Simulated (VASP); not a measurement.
Crystal: EuS.

```xyz
2
Lattice="0.0000 2.9785 2.9785 2.9785 0.0000 2.9785 2.9785 2.9785 0.0000" Properties=species:S:1:pos:R:3 pbc="T T T"
Eu    0.0000    0.0000    0.0000
S     2.9785    2.9785    2.9785
```

Base run:

```yaml
Program: VASP 6.6.1
Functional: PBE
Potentials_or_basis: VASP PAW PBE potentials, release 64 (Eu, S)
Cutoff: 600 eV
k_mesh: 10 × 10 × 10
Occupations: fermi-dirac, width 0.1 eV
Spin: collinear spin, ferromagnetic start
Starting_moments: "[7.0, 0.0] μB"
```

Its results: pressure -2.8 GPa; net moment 6.95 μB per cell; site moments Eu +6.57; S -0.07 μB.

The run is repeated on the same cell with these changes: hubbard terms from none to Eu f U = 3.0 eV. What comes out?

Pressure -0.6 GPa; net moment 7.00 μB per cell; site moments Eu +6.67; S -0.07 μB.

Caveats: a cell with one magnetic atom can't hold antiferromagnetic order, which such compounds often take.
